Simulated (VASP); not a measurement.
TiO2, 6 atoms in the cell. Symmetry: P4_2/mnm, No. 136, tetragonal system. The conventional cell has a = 4.726 Å, b = 4.726 Å, c = 2.794 Å, α = 90.00°, β = 90.00°, γ = 90.00°. Ti (site symmetry mmm) has 6 O at 1.91 to 2.04 Å within 2.5 Å. O (site symmetry m2m) has 3 Ti at 1.91 to 2.04 Å within 2.5 Å.  This cell differs from its parent crystal: ratio of the length along z to the lengths across it x 0.92, volume and fractional coordinates fixed.

* Program: VASP 6.6.1
* Task: single point
* Functional: r2SCAN
* Potentials or basis: VASP PAW PBE potentials, release 64 (Ti_sv, O)
* Cutoff: 520 eV
* k mesh: 8 × 8 × 10
* Occupations: gaussian, width 0.05 eV
* Spin: no spin polarisation
* Dipole correction: no
* Further INCAR settings: ALGO = Normal; EDIFF = 1e-06; NBANDS = 33

Potentials or basis: VASP PAW PBE potentials, release 64 (Ti_sv, O).

Command:

```sh
$ cat potpaw_PBE.64/Ti_sv/POTCAR potpaw_PBE.64/O/POTCAR > POTCAR
$ cp INCAR.step1 INCAR
$ mpirun -np 1 vasp_std > vasp.out
$ cp INCAR.step2 INCAR
$ mpirun -np 1 vasp_std > vasp.out
```

Hardware: 1 thread of Intel Xeon 8259CL, on a shared host.

Estimate the wall time of this run.

It took 14 min on 1 thread of Intel Xeon 8259CL (shared host), peak memory 0.28 GiB. Counts: k points 90.
